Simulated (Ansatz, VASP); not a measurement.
# Sb in VASP and in Ansatz

File INCAR:

```
PREC = Accurate
ENCUT = 600
EDIFF = 1E-7
ISMEAR = 0
SIGMA = 0.1
LREAL = False
LASPH = True
NELM = 60
ALGO = Normal
ISIF = 3
LWAVE = False
LCHARG = False
GGA = PE
IVDW = 12
IBRION = 2
NSW = 100
EDIFFG = -0.005
```

File KPOINTS:

```
Automatic mesh
0
Gamma
  12 12 12
```

The input POSCAR:

```
Sb
1.0
    2.1542000000      1.2437279499      3.7580000000
   -2.1542000000      1.2437279499      3.7580000000
    0.0000000000     -2.4874558998      3.7580000000
Sb
2
Direct
    0.2334900000      0.2334900000      0.2334900000
    0.7665100000      0.7665100000      0.7665100000
```

Input for Ansatz:

```yaml
crystal:
  lattice:
    - [2.1542, 1.2437279499, 3.758]
    - [-2.1542, 1.2437279499, 3.758]
    - [0.0, -2.4874558998, 3.758]
  atoms:
    - { symbol: Sb, position: [0.23349, 0.23349, 0.23349] }
    - { symbol: Sb, position: [0.76651, 0.76651, 0.76651] }
basis:
  ecutwfc: 420
kpoints:
  mp_grid: { grid: [12, 12, 12] }
hamiltonian:
  xc: pbe
  dispersion: d3bj
scf:
  occupations: { method: gaussian, width: 0.1 }
output:
  forces: true
  stress: true
  eigenvalues: true
relax:
  adjacent_minimum: "off"
  f_tol: 0.005
  max_steps: 80
  cell: { stress_tol: 0.05 }
```

Alike in both runs: task relaxation of cell and atoms; functional PBE; dispersion D3(BJ); k mesh 12 × 12 × 12; occupations gaussian, width 0.1 eV; no spin polarisation.

|  | VASP | Ansatz |
| --- | --- | --- |
| version | VASP 6.6.1 | Ansatz 0.2.0 |
| potentials or method | VASP PAW PBE potentials, release 64 (Sb), cutoff 600 eV | scalar-relativistic, plane waves, PAW |
| valence electrons in the cell | 10 | 30 |

VASP gave:

* gap on the k mesh at the Fermi level, each at its own relaxed structure (eV): none
* relaxed volume (Å³/atom): 29.71
* relaxed cell length with the largest relative difference (Å): 4.439

Q: Which values does Ansatz return?

A: gap on the k mesh at the Fermi level, each at its own relaxed structure (eV): none; relaxed volume (Å³/atom): 29.78; relaxed cell length with the largest relative difference (Å): 4.446.

A gap of «none» marks a metal or a gap that the smearing closes. VASP's potentials hold 10 valence electrons a cell and Ansatz's 30, so a difference there can come from the potentials and not from the codes.

Spin-orbit coupling is off throughout.
